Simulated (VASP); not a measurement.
# Lu3Sc2O (P6/mmm) in VASP: notebook

The runs below take Lu3Sc2O through single point, with PBE.

Everything below comes from runs of VASP 6.6.1. Logs are shortened: lines on timing, memory, paths and dates and some standing lists are left out, and cuts for length are marked.

### Step 1. The cell of the first run

The structure is hexagonal, space group P6/mmm (No. 191). Conventional cell: a = 5.877 Å, b = 5.877 Å, c = 3.507 Å, α = 90.00°, β = 90.00°, γ = 120.00°. Lu (site symmetry mmm) has 4 Sc at 2.44 Å and 4 Lu at 2.94 Å within 3.2 Å. Sc (site symmetry -6m2) has 6 Lu at 2.44 Å within 3.2 Å. O (site symmetry 6/mmm) has 6 Sc at 3.39 Å and 12 Lu at 3.42 Å and 2 O at 3.51 Å within 4.5 Å.

### Step 2. Single point, PBE

INCAR

```
SYSTEM = Lu3Sc2O
  PREC = Accurate
  ENCUT = 520
  EDIFF = 1E-6
  ISMEAR = 0
  SIGMA = 0.1
  LREAL = .False.
  LASPH = .True.
  NELM = 60
  ALGO = Normal
  ISIF = 2
  LWAVE = .False.
  LCHARG = .False.
  GGA = PE
  NBANDS = 60
```

KPOINTS

```
regular mesh
0
Gamma
  3 3 6
  0 0 0
```

POSCAR

```
Lu3Sc2O
1.0
    5.8774056100      0.0000000000      0.0000000000
   -2.9387028100      5.0899825700      0.0000000000
    0.0000000000      0.0000000000      3.5073903000
Lu Sc O
3 2 1
Direct
    0.5000000000      0.0000000000      0.5000000000
    0.5000000000      0.5000000000      0.5000000000
    0.0000000000      0.5000000000      0.5000000000
    0.3333333300      0.6666666700      0.0000000000
    0.6666666700      0.3333333300      0.0000000000
    0.0000000000      0.0000000000      0.0000000000
```

Potentials or basis: VASP PAW PBE potentials, release 64 (Lu, Sc_sv, O).

Command:

```bash
$ cat potpaw_PBE.64/Lu/POTCAR potpaw_PBE.64/Sc_sv/POTCAR potpaw_PBE.64/O/POTCAR > POTCAR
$ mpirun -np 1 vasp_std > vasp.out
```

OUTCAR:

```text
SYSTEM = Lu3Sc2O
   PREC = Accurate
   ENCUT = 520
   EDIFF = 1E-6
   ISMEAR = 0
   LREAL = .False.
   LASPH = .True.
   NELM = 60
   ISIF = 2
   GGA = PE

 ion  position               nearest neighbor table
   1  0.500  0.000  0.500-   4 2.44   5 2.44   4 2.44   5 2.44   3 2.94   3 2.94   2 2.94   2 2.94

   2  0.500  0.500  0.500-   4 2.44   5 2.44   4 2.44   5 2.44   3 2.94   3 2.94   1 2.94   1 2.94

   3  0.000  0.500  0.500-   4 2.44   5 2.44   4 2.44   5 2.44   2 2.94   2 2.94   1 2.94   1 2.94

   4  0.333  0.667  0.000-   3 2.44   3 2.44   1 2.44   1 2.44   2 2.44   2 2.44   5 3.39   5 3.39
                             5 3.39
   5  0.667  0.333  0.000-   3 2.44   3 2.44   1 2.44   1 2.44   2 2.44   2 2.44   4 3.39   4 3.39
                             4 3.39
   6  0.000  0.000  0.000-

  LATTYP: Found a hexagonal cell.
 ALAT       =     5.8774056100
 C/A-ratio  =     0.5967582523

  Lattice vectors:

 A1 = (   5.8774056100,   0.0000000000,   0.0000000000)
 A2 = (  -2.9387028100,   5.0899825700,   0.0000000000)
 A3 = (   0.0000000000,   0.0000000000,   3.5073903000)

Analysis of symmetry for initial positions (statically):
=====================================================================
 Subroutine PRICEL returns:
 Original cell was already a primitive cell.

 Routine SETGRP: Setting up the symmetry group for a
 hexagonal supercell.

 Subroutine GETGRP returns: Found 24 space group operations
 (whereof 24 operations were pure point group operations)
 out of a pool of 24 trial point group operations.

The static configuration has the point symmetry D_6h.

Analysis of symmetry for dynamics (positions and initial velocities):
=====================================================================
 Subroutine PRICEL returns:
 Original cell was already a primitive cell.

 Routine SETGRP: Setting up the symmetry group for a
 hexagonal supercell.

 Subroutine GETGRP returns: Found 24 space group operations
 (whereof 24 operations were pure point group operations)
 out of a pool of 24 trial point group operations.

The dynamic configuration has the point symmetry D_6h.

 Subroutine INISYM returns: Found 24 space group operations
 (whereof 24 operations are pure point group operations),
 and found     1 'primitive' translations

----------------------------------------------------------------------------------------

                                     Primitive cell

  volume of cell :     104.9267

  direct lattice vectors                    reciprocal lattice vectors
     5.877405610  0.000000000  0.000000000     0.170143098  0.098232164  0.000000000
    -2.938702810  5.089982570  0.000000000     0.000000000  0.196464327  0.000000000
     0.000000000  0.000000000  3.507390300     0.000000000  0.000000000  0.285112267

  length of vectors
     5.877405610  5.877405615  3.507390300     0.196464327  0.196464327  0.285112267

  position of ions in fractional coordinates (direct lattice)
     0.500000000  0.000000000  0.500000000
     0.500000000  0.500000000  0.500000000
     0.000000000  0.500000000  0.500000000
     0.333333330  0.666666670  0.000000000
     0.666666670  0.333333330  0.000000000
     0.000000000  0.000000000  0.000000000

  ion indices of the primitive-cell ions
   primitive index   ion index
                 1           1
                 2           2
                 3           3
                 4           4
                 5           5
                 6           6

----------------------------------------------------------------------------------------

 KPOINTS: regular mesh

Automatic generation of k-mesh.
 Grid dimensions read from file:
 generate k-points for:    3    3    6

 Generating k-lattice:

  Cartesian coordinates                     Fractional coordinates (reciprocal lattice)
     0.056714366  0.032744055  0.000000000     0.333333333  0.000000000  0.000000000
     0.000000000  0.065488109  0.000000000     0.000000000  0.333333333  0.000000000
     0.000000000  0.000000000  0.047518711     0.000000000  0.000000000  0.166666667

  Length of vectors
     0.065488109  0.065488109  0.047518711

  Shift w.r.t. Gamma in fractional coordinates (k-lattice)
     0.000000000  0.000000000  0.000000000

 Subroutine IBZKPT returns following result:
 ===========================================

 Found     12 irreducible k-points:

 Following reciprocal coordinates:
            Coordinates               Weight
  0.000000  0.000000  0.000000      1.000000
  0.333333  0.000000  0.000000      6.000000
  0.333333  0.333333  0.000000      2.000000
  0.000000  0.000000  0.166667      2.000000
  0.333333  0.000000  0.166667     12.000000
  0.333333  0.333333  0.166667      4.000000
  0.000000  0.000000  0.333333      2.000000
  0.333333  0.000000  0.333333     12.000000
  0.333333  0.333333  0.333333      4.000000
  0.000000  0.000000  0.500000      1.000000
  0.333333  0.000000  0.500000      6.000000
  0.333333  0.333333  0.500000      2.000000
   k-points           NKPTS =     12   k-points in BZ     NKDIM =     12   number of bands    NBANDS=     60
   number of dos      NEDOS =    301   number of ions     NIONS =      6
   total plane-waves  NPLWV =  64512
   dimension x,y,z NGX =    48 NGY =   48 NGZ =   28
   dimension x,y,z NGXF=    96 NGYF=   96 NGZF=   56
   ions per type =               3   2   1
   NGX,Y,Z   is equivalent  to a cutoff of  13.58, 13.58, 13.27 a.u.
   NGXF,Y,Z  is equivalent  to a cutoff of  27.15, 27.15, 26.54 a.u.
 SYSTEM =  Lu3Sc2O
   PREC   = accura    normal or accurate (medium, high low for compatibility)
   ISTART =      0    job   : 0-new  1-cont  2-samecut
   ICHARG =      2    charge: 1-file 2-atom 10-const
   ISPIN  =      1    spin polarized calculation?
   LNONCOLLINEAR =      F non collinear calculations
   LSORBIT =      F    spin-orbit coupling
   LASPH  =      T    aspherical Exc in radial PAW
   ENCUT  =  520.0 eV  38.22 Ry    6.18 a.u.  10.93 10.93  6.52*2*pi/ulx,y,z
   NELM   =     60;   NELMIN=  2; NELMDL= -5     # of ELM steps
   EDIFF  = 0.1E-05   stopping-criterion for ELM
   LREAL  =      F    real-space projection
   EDIFFG = 0.1E-04   stopping-criterion for IOM
   NSW    =      0    number of steps for IOM
   IBRION =     -1    ionic relax: 0-MD 1-quasi-New 2-CG
   NFREE  =      0    steps in history (QN), initial steepest desc. (CG)
   ISIF   =      2    stress and relaxation
   ISYM   =      2    0-nonsym 1-usesym 2-fastsym
   POTIM  = 0.5000    time-step for ionic-motion
   TEBEG  =    0.0;   TEEND  =   0.0 temperature during run
   PSTRESS=    0.0 pullay stress
   NELECT =     103.0000    total number of electrons
   NUPDOWN=      -1.0000    fix difference up-down
   EMIN   =  10.00;   EMAX   =-10.00  energy-range for DOS
   EFERMI =   0.00;   METHOD = LEGACY
   ISMEAR =     0;   SIGMA  =   0.10  broadening in eV -4-tet -1-fermi 0-gaus
   EFERMI_NEDOS =   21; number of points for ismear=-14 and -15
   IALGO  =     38    algorithm
   IMIX   =      4    mixing-type and parameters
     AMIX     =   0.40;   BMIX     =  1.00
     AMIX_MAG =   1.60;   BMIX_MAG =  1.00
  volume/ion in A,a.u.               =      17.49       118.01
  Fermi-wavevector in a.u.,A,eV,Ry     =   1.627016  3.074615 36.017096  2.647182
  Thomas-Fermi vector in A             =   2.719881
   LORBIT       =      0    0 simple, 1 ext, 2 COOP (PROOUT), +10 PAW based schemes
   GGA     = PE    functional components
   LHFCALC =     F    Hartree Fock is set to
   AEXX    =    0.0000 exact exchange contribution
   IVDW    =     0    specifies the selected vdW correction
   LEPSILON=     F    determine dielectric tensor
   LRPA    =     F    only Hartree local field effects (RPA)
 non-spin polarized calculation
 Gauss-broadening in eV      SIGMA  =   0.10
  energy-cutoff  :      520.00
  volume of cell :      104.93
 maximum number of plane-waves:      2856
 NGX is ok and might be reduce to    48
   NGX = 21   NGY = 21   NGZ = 13

 number of electron     102.9999977 magnetization

 Free energy of the ion-electron system (eV)
  ---------------------------------------------------
  ext. energy  EPLUGINS =         0.00000000
  ---------------------------------------------------
  free energy    TOTEN  =       -16.36186649 eV

  energy without entropy =      -16.31452849  energy(sigma->0) =      -16.33819749

 E-fermi :   3.7117     XC(G=0): -11.6487

 val. band max:        3.6690300707   @ k =   0.3333   0.0000   0.0000
 cond. band min:       3.7270234331   @ k =   0.3333   0.0000   0.3333
 fundamental gap:      0.0579933624
 Fermi energy:         3.7117158720

 k-point     1 :       0.0000    0.0000    0.0000
  band No.  band energies     occupation
      1     -52.2440      2.00000
      2     -52.0854      2.00000
      3     -52.0854      2.00000
      4     -44.3654      2.00000
      5     -44.3004      2.00000
      6     -24.9376      2.00000
[... 52 lines left out ...]
     59       6.7629      0.00000
     60       6.7629      0.00000

 k-point     2 :       0.3333    0.0000    0.0000
  band No.  band energies     occupation
      1     -52.2110      2.00000
      2     -52.1195      2.00000
      3     -52.0854      2.00000
      4     -44.3511      2.00000
      5     -44.3135      2.00000
      6     -24.7636      2.00000
[... 52 lines left out ...]
     59       6.1797      0.00000
     60       7.4261      0.00000

 k-point     3 :       0.3333    0.3333    0.0000
  band No.  band energies     occupation
      1     -52.1655      2.00000
      2     -52.1655      2.00000
      3     -52.0855      2.00000
      4     -44.3320      2.00000
      5     -44.3320      2.00000
      6     -24.4797      2.00000
[... 556 lines left out ...]
     59       6.7992      0.00000
     60       6.8972      0.00000

 k-point    12 :       0.3333    0.3333    0.5000
  band No.  band energies     occupation
      1     -52.1396      2.00000
      2     -52.1396      2.00000
      3     -52.0737      2.00000
      4     -44.3567      2.00000
      5     -44.3567      2.00000
      6     -25.0160      2.00000
[... 52 lines left out ...]
     59       5.9010      0.00000
     60       5.9035      0.00000

------------------------ aborting loop because EDIFF is reached ----------------------------------------

  FORCE on cell =-STRESS in cart. coord.  units (eV):
  Direction    XX          YY          ZZ          XY          YZ          ZX
  --------------------------------------------------------------------------------------
  -------------------------------------------------------------------------------------
  Total       21.2404118     21.2404118     37.5207153     -0.0000000     -0.0000000      0.0000000
  in kB      324.3302521    324.3302525    572.9221809     -0.0000003     -0.0000000      0.0000000
  external PRESSURE =     407.1942285 kB  Pullay stress =       0.0000000 kB

 VOLUME and BASIS-vectors are now :
 -----------------------------------------------------------------------------
  energy-cutoff  :      520.00
  volume of cell :      104.93
      direct lattice vectors                 reciprocal lattice vectors
     5.877405610  0.000000000  0.000000000     0.170143098  0.098232164  0.000000000
    -2.938702810  5.089982570  0.000000000     0.000000000  0.196464327  0.000000000
     0.000000000  0.000000000  3.507390300     0.000000000  0.000000000  0.285112267

 POSITION                                       TOTAL-FORCE (eV/Angst)
 -----------------------------------------------------------------------------------
      2.93870      0.00000      1.75370        -0.000000      0.000000      0.000000
      1.46935      2.54499      1.75370        -0.000000      0.000000      0.000000
     -1.46935      2.54499      1.75370        -0.000000      0.000000      0.000000
     -0.00000      3.39332      0.00000         0.000000      0.000000      0.000000
      2.93870      1.69666      0.00000        -0.000000     -0.000000      0.000000
      0.00000      0.00000      0.00000        -0.000000      0.000000      0.000000
 -----------------------------------------------------------------------------------
    total drift:                               -0.000000      0.000000     -0.000000

  FREE ENERGIE OF THE ION-ELECTRON SYSTEM (eV)
  ---------------------------------------------------
  free  energy   TOTEN  =       -16.3618664856 eV

  energy  without entropy=      -16.3145284856  energy(sigma->0) =      -16.33819749
```

Run time: 61 s. Hardware: 1 thread of Intel Xeon 6975P-C (Granite Rapids), shared host; peak memory 0.28 GiB.

Results:

| Property | Result |
| --- | --- |
| Free energy | -16.3619 eV |
| Pressure | 40.7 GPa |

Levels at points of the mesh, in eV from the Fermi level:
| k point | band 49 | band 50 | band 51 | band 52 | band 53 | band 54 |
| --- | --- | --- | --- | --- | --- | --- |
| (0.00, 0.00, 0.00) | -1.27 | -1.19 | -1.19 | -0.89 | -0.89 | 0.39 |
| (0.00, 0.00, 0.50) | -0.89 | -0.09 | 0.27 | 0.27 | 1.60 | 2.30 |

Caveat: the k points lie up to 0.41 Å⁻¹ apart; spin-orbit coupling is left out, which moves the levels of the heavy elements; an odd number of electrons without spin polarisation forces a metal; a magnetic or distorted state may lie lower.

(Part 1 of 2 ends here.)
